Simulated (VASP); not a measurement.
# C (P6_3/mmc) in VASP: a series of runs

C is run at these levels: b88 exchange, pbe correlation, r2SCAN+rVV10; tasks: single point.

Everything below comes from runs of VASP 6.6.1. Logs are shortened: lines on timing, memory, paths and dates and some standing lists are left out, and cuts for length are marked.

### Step 1. The cell of the first run

The structure is hexagonal, space group P6_3/mmc (No. 194). The conventional cell has a = 2.522 Å, b = 2.522 Å, c = 8.237 Å, α = 90.00°, β = 90.00°, γ = 120.00°. Within 2.1 Å of C (site symmetry 3m) lie 4 C at 1.54 Å. Within 2.1 Å of C (site symmetry 3m) lie 4 C at 1.54 Å.

### Step 2. Single point, b88 exchange, pbe correlation

File INCAR:

```
SYSTEM = C
PREC     = Accurate       ! precision mode
ENCUT    = 600            ! plane-wave cutoff, eV
EDIFF    = 1E-6           ! SCF threshold, eV
ISMEAR   = -1             ! smearing method
SIGMA    = 0.05           ! smearing width, eV
LREAL    = .FALSE.        ! projectors in reciprocal space
LASPH    = .TRUE.         ! aspherical terms in the spheres
NELM     = 120            ! most SCF steps
ALGO     = Normal         ! electronic algorithm
ISIF     = 2              ! what is computed and relaxed
LWAVE    = .FALSE.        ! write WAVECAR
LCHARG   = .TRUE.         ! write CHGCAR
GGA      = LIBXC          ! functional
LIBXC1   = GGA_X_B88    
LIBXC2   = GGA_C_PBE    
LELF     = .TRUE.         ! ELF
LVHAR    = .TRUE.       
NBANDS   = 26             ! bands
GGA_COMPAT= .FALSE.
```

File KPOINTS:

```
regular mesh
0
G
  12 12 4
  0 0 0
```

File POSCAR:

```
C
1.0
    2.5221000000      0.0000000000      0.0000000000
   -1.2610500000      2.1842026709      0.0000000000
    0.0000000000      0.0000000000      8.2371000000
C
8
Direct
    0.6666666667      0.3333333333      0.8437500000
    0.3333333333      0.6666666667      0.3437500000
    0.6666666667      0.3333333333      0.6562500000
    0.3333333333      0.6666666667      0.1562500000
    0.0000000000      0.0000000000      0.9062500000
    0.0000000000      0.0000000000      0.4062500000
    0.0000000000      0.0000000000      0.5937500000
    0.0000000000      0.0000000000      0.0937500000
```

Potentials or basis: VASP PAW PBE potentials, release 64 (C).

On the command line:

```sh
$ cat potpaw_PBE.64/C/POTCAR > POTCAR
$ mpirun -np 1 vasp_std > vasp.out
```

OUTCAR:

```text
SYSTEM = C
   PREC = Accurate
   ENCUT = 600
   EDIFF = 1E-6
   ISMEAR = -1
   LREAL = .FALSE.
   LASPH = .TRUE.
   NELM = 120
   ISIF = 2
   GGA = LIBXC

 ion  position               nearest neighbor table
   1  0.667  0.333  0.844-   3 1.54   5 1.54   5 1.54   5 1.54
   2  0.333  0.667  0.344-   4 1.54   6 1.54   6 1.54   6 1.54
   3  0.667  0.333  0.656-   1 1.54   7 1.54   7 1.54   7 1.54
   4  0.333  0.667  0.156-   2 1.54   8 1.54   8 1.54   8 1.54
   5  0.000  0.000  0.906-   8 1.54   1 1.54   1 1.54   1 1.54
   6  0.000  0.000  0.406-   7 1.54   2 1.54   2 1.54   2 1.54
   7  0.000  0.000  0.594-   6 1.54   3 1.54   3 1.54   3 1.54
   8  0.000  0.000  0.094-   5 1.54   4 1.54   4 1.54   4 1.54

  LATTYP: Found a hexagonal cell.
 ALAT       =     2.5221000000
 C/A-ratio  =     3.2659688355

  Lattice vectors:

 A1 = (   2.5221000000,   0.0000000000,   0.0000000000)
 A2 = (  -1.2610500000,   2.1842026709,   0.0000000000)
 A3 = (   0.0000000000,   0.0000000000,   8.2371000000)

Analysis of symmetry for initial positions (statically):
=====================================================================
 Subroutine PRICEL returns:
 Original cell was already a primitive cell.

 Routine SETGRP: Setting up the symmetry group for a
 hexagonal supercell.

 Subroutine GETGRP returns: Found 24 space group operations
 (whereof 12 operations were pure point group operations)
 out of a pool of 24 trial point group operations.

The static configuration has the point symmetry D_3d.
 The point group associated with its full space group is D_6h.

Analysis of symmetry for dynamics (positions and initial velocities):
=====================================================================
 Subroutine PRICEL returns:
 Original cell was already a primitive cell.

 Routine SETGRP: Setting up the symmetry group for a
 hexagonal supercell.

 Subroutine GETGRP returns: Found 24 space group operations
 (whereof 12 operations were pure point group operations)
 out of a pool of 24 trial point group operations.

The dynamic configuration has the point symmetry D_3d.
 The point group associated with its full space group is D_6h.

 Subroutine INISYM returns: Found 24 space group operations
 (whereof 12 operations are pure point group operations),
 and found     1 'primitive' translations

----------------------------------------------------------------------------------------

                                     Primitive cell

  volume of cell :      45.3764

  direct lattice vectors                    reciprocal lattice vectors
     2.522100000  0.000000000  0.000000000     0.396494984  0.228916486  0.000000000
    -1.261050000  2.184202671  0.000000000     0.000000000  0.457832972  0.000000000
     0.000000000  0.000000000  8.237100000     0.000000000  0.000000000  0.121401950

  length of vectors
     2.522100000  2.522100000  8.237100000     0.457832972  0.457832972  0.121401950

  position of ions in fractional coordinates (direct lattice)
     0.666666667  0.333333333  0.843750000
     0.333333333  0.666666667  0.343750000
     0.666666667  0.333333333  0.656250000
     0.333333333  0.666666667  0.156250000
     0.000000000  0.000000000  0.906250000
     0.000000000  0.000000000  0.406250000
     0.000000000  0.000000000  0.593750000
     0.000000000  0.000000000  0.093750000

  ion indices of the primitive-cell ions
   primitive index   ion index
                 1           1
                 2           2
                 3           3
                 4           4
                 5           5
                 6           6
                 7           7
                 8           8

----------------------------------------------------------------------------------------

 KPOINTS: regular mesh

Automatic generation of k-mesh.
 Grid dimensions read from file:
 generate k-points for:   12   12    4

 Generating k-lattice:

  Cartesian coordinates                     Fractional coordinates (reciprocal lattice)
     0.033041249  0.019076374  0.000000000     0.083333333  0.000000000  0.000000000
     0.000000000  0.038152748  0.000000000     0.000000000  0.083333333  0.000000000
     0.000000000  0.000000000  0.030350487     0.000000000  0.000000000  0.250000000

  Length of vectors
     0.038152748  0.038152748  0.030350487

  Shift w.r.t. Gamma in fractional coordinates (k-lattice)
     0.000000000  0.000000000  0.000000000

 Subroutine IBZKPT returns following result:
 ===========================================

 Found     57 irreducible k-points:

 Following reciprocal coordinates:
            Coordinates               Weight
  0.000000  0.000000  0.000000      1.000000
  0.083333  0.000000  0.000000      6.000000
  0.166667  0.000000  0.000000      6.000000
  0.250000  0.000000  0.000000      6.000000
  0.333333  0.000000  0.000000      6.000000
  0.416667  0.000000  0.000000      6.000000
[... 16 lines left out ...]
  0.250000  0.000000  0.250000     12.000000
  0.333333  0.000000  0.250000     12.000000
 [... further k-points ...]
   k-points           NKPTS =     57   k-points in BZ     NKDIM =     57   number of bands    NBANDS=     26
   number of dos      NEDOS =    301   number of ions     NIONS =      8
   total plane-waves  NPLWV =  28000
   dimension x,y,z NGX =    20 NGY =   20 NGZ =   70
   dimension x,y,z NGXF=    40 NGYF=   40 NGZF=  140
   ions per type =               8
   NGX,Y,Z   is equivalent  to a cutoff of  13.18, 13.18, 14.13 a.u.
   NGXF,Y,Z  is equivalent  to a cutoff of  26.37, 26.37, 28.26 a.u.
 SYSTEM =  C
   PREC   = accura    normal or accurate (medium, high low for compatibility)
   ISTART =      0    job   : 0-new  1-cont  2-samecut
   ICHARG =      2    charge: 1-file 2-atom 10-const
   ISPIN  =      1    spin polarized calculation?
   LNONCOLLINEAR =      F non collinear calculations
   LSORBIT =      F    spin-orbit coupling
   LASPH  =      T    aspherical Exc in radial PAW
   ENCUT  =  600.0 eV  44.10 Ry    6.64 a.u.   5.04  5.04 16.45*2*pi/ulx,y,z
   NELM   =    120;   NELMIN=  2; NELMDL= -5     # of ELM steps
   EDIFF  = 0.1E-05   stopping-criterion for ELM
   LREAL  =      F    real-space projection
   EDIFFG = 0.1E-04   stopping-criterion for IOM
   NSW    =      0    number of steps for IOM
   IBRION =     -1    ionic relax: 0-MD 1-quasi-New 2-CG
   NFREE  =      0    steps in history (QN), initial steepest desc. (CG)
   ISIF   =      2    stress and relaxation
   ISYM   =      2    0-nonsym 1-usesym 2-fastsym
   POTIM  = 0.5000    time-step for ionic-motion
   TEBEG  =    0.0;   TEEND  =   0.0 temperature during run
   PSTRESS=    0.0 pullay stress
   NELECT =      32.0000    total number of electrons
   NUPDOWN=      -1.0000    fix difference up-down
   EMIN   =  10.00;   EMAX   =-10.00  energy-range for DOS
   EFERMI =   0.00;   METHOD = LEGACY
   ISMEAR =    -1;   SIGMA  =   0.05  broadening in eV -4-tet -1-fermi 0-gaus
   EFERMI_NEDOS =   21; number of points for ismear=-14 and -15
   IALGO  =     38    algorithm
   IMIX   =      4    mixing-type and parameters
     AMIX     =   0.40;   BMIX     =  1.00
     AMIX_MAG =   1.60;   BMIX_MAG =  1.00
  volume/ion in A,a.u.               =       5.67        38.28
  Fermi-wavevector in a.u.,A,eV,Ry     =   1.457186  2.753682 28.890486  2.123391
  Thomas-Fermi vector in A             =   2.574017
   LORBIT       =      0    0 simple, 1 ext, 2 COOP (PROOUT), +10 PAW based schemes
   GGA     = LIBXC    functional components
   LHFCALC =     F    Hartree Fock is set to
   AEXX    =    0.0000 exact exchange contribution
   IVDW    =     0    specifies the selected vdW correction
   LEPSILON=     F    determine dielectric tensor
   LRPA    =     F    only Hartree local field effects (RPA)
 non-spin polarized calculation
  energy-cutoff  :      600.00
  volume of cell :       45.38
 maximum number of plane-waves:      1534
   NGX = 11   NGY = 11   NGZ = 33

 number of electron      31.9999998 magnetization

 Free energy of the ion-electron system (eV)
  ---------------------------------------------------
  ext. energy  EPLUGINS =         0.00000000
  ---------------------------------------------------
  free energy    TOTEN  =       -71.36215763 eV

  energy without entropy =      -71.36215763  energy(sigma->0) =      -71.36215763

 E-fermi :  10.7613     XC(G=0): -13.2747

 val. band max:        9.8320397298   @ k =   0.0000   0.0000   0.0000
 cond. band min:      14.2467754136   @ k =   0.4167   0.0000   0.0000
 fundamental gap:      4.4147356839
 Fermi energy:        10.7613466133

 k-point     1 :       0.0000    0.0000    0.0000
  band No.  band energies     occupation
      1     -11.7933      2.00000
      2     -10.0995      2.00000
      3     -10.0496      2.00000
      4      -5.9857      2.00000
      5      -3.6906      2.00000
      6       3.0986      2.00000
[... 18 lines left out ...]
     25      18.0423      0.00000
     26      18.0596      0.00000

 k-point     2 :       0.0833    0.0000    0.0000
  band No.  band energies     occupation
      1     -11.6228      2.00000
      2      -9.9320      2.00000
      3      -9.8813      2.00000
      4      -5.8335      2.00000
      5      -3.5339      2.00000
      6       3.1776      2.00000
[... 18 lines left out ...]
     25      18.5148      0.00000
     26      18.6432      0.00000

 k-point     3 :       0.1667    0.0000    0.0000
  band No.  band energies     occupation
      1     -11.1129      2.00000
      2      -9.4328      2.00000
      3      -9.3791      2.00000
      4      -5.3791      2.00000
      5      -3.0774      2.00000
      6       3.3128      2.00000
[... 572 lines left out ...]
 k-point    23 :       0.2500    0.0000    0.2500
  band No.  band energies     occupation
      1     -10.1638      2.00000
      2      -9.3149      2.00000
      3      -7.6530      2.00000
      4      -5.3775      2.00000
      5      -1.5057      2.00000
      6       1.4357      2.00000
[... 18 lines left out ...]
     25      20.1188      0.00000
     26      21.4521      0.00000

 k-point    24 :       0.3333    0.0000    0.2500
  band No.  band energies     occupation
      1      -9.0064      2.00000
      2      -8.1724      2.00000
      3      -6.5465      2.00000
      4      -4.3458      2.00000
      5      -1.4057      2.00000
      6      -0.3956      2.00000
[... 18 lines left out ...]
     25      20.2917      0.00000
     26      22.1850      0.00000

 [... further k-points ...]

------------------------ aborting loop because EDIFF is reached ----------------------------------------

  FORCE on cell =-STRESS in cart. coord.  units (eV):
  Direction    XX          YY          ZZ          XY          YZ          ZX
  --------------------------------------------------------------------------------------
  -------------------------------------------------------------------------------------
  Total       -0.4088769     -0.4088769      3.0871444      0.0000000     -0.0000000      0.0000000
  in kB      -14.4368893    -14.4368893    109.0028763      0.0000000     -0.0000000      0.0000000
  external PRESSURE =      26.7096992 kB  Pullay stress =       0.0000000 kB

 VOLUME and BASIS-vectors are now :
 -----------------------------------------------------------------------------
  energy-cutoff  :      600.00
  volume of cell :       45.38
      direct lattice vectors                 reciprocal lattice vectors
     2.522100000  0.000000000  0.000000000     0.396494984  0.228916486  0.000000000
    -1.261050000  2.184202671  0.000000000     0.000000000  0.457832972  0.000000000
     0.000000000  0.000000000  8.237100000     0.000000000  0.000000000  0.121401950

 POSITION                                       TOTAL-FORCE (eV/Angst)
 -----------------------------------------------------------------------------------
      1.26105      0.72807      6.95005         0.000000     -0.000000      0.319844
     -0.00000      1.45614      2.83150        -0.000000      0.000000      0.319844
      1.26105      0.72807      5.40560         0.000000     -0.000000     -0.319844
     -0.00000      1.45614      1.28705        -0.000000      0.000000     -0.319844
      0.00000      0.00000      7.46487        -0.000000      0.000000      0.330220
      0.00000      0.00000      3.34632        -0.000000     -0.000000      0.330220
      0.00000      0.00000      4.89078        -0.000000      0.000000     -0.330220
      0.00000      0.00000      0.77223        -0.000000     -0.000000     -0.330220
 -----------------------------------------------------------------------------------
    total drift:                               -0.000000      0.000000      0.000000

  FREE ENERGIE OF THE ION-ELECTRON SYSTEM (eV)
  ---------------------------------------------------
  free  energy   TOTEN  =       -71.3621576341 eV

  energy  without entropy=      -71.3621576340  energy(sigma->0) =      -71.36215763
```

Wall time 30 s (1 thread of Intel Xeon 6975P-C (Granite Rapids), shared host); peak memory 0.19 GiB.

What came out:

```yaml
Free_energy: -71.3622 eV
Pressure: 2.7 GPa
Largest_force: 0.330 eV/Å
Band_gap_on_the_k_mesh: 4.41 eV (least direct gap 5.20 eV)
```

Forces on the atoms (eV/Å):
```
C    0.000  0.000  0.320
C    0.000  0.000  0.320
C    0.000  0.000 -0.320
C    0.000  0.000 -0.320
C    0.000  0.000  0.330
C    0.000  0.000  0.330
C    0.000  0.000 -0.330
C    0.000  0.000 -0.330
```

Stress tensor (GPa, compression positive):
```
-1.44  0.00  0.00
 0.00 -1.44  0.00
 0.00  0.00 10.90
```

Levels at points of the mesh, in eV from the valence-band top:
```
           k point  band 12  band 13  band 14  band 15  band 16  band 17  band 18  band 19  band 20  band 21
(0.00, 0.00, 0.00)    -1.74    -1.74    -0.22     0.00     0.00     5.20     5.20     5.73     7.01     7.01
(0.50, 0.00, 0.00)    -5.02    -5.00    -4.54    -3.70    -2.92     4.46     5.60     5.87     6.02     6.96
(0.00, 0.00, 0.50)    -2.54    -0.67    -0.67    -0.67    -0.67     5.99     5.99     5.99     5.99     6.72
(0.50, 0.00, 0.50)    -6.06    -4.72    -4.72    -3.65    -3.65     4.82     4.82     7.11     7.11     7.57
```

Caveat: the PAW data sets were made with another functional, which shifts forces and pressure a little. A k mesh can miss the band edges.

(Part 1 of 2 ends here.)
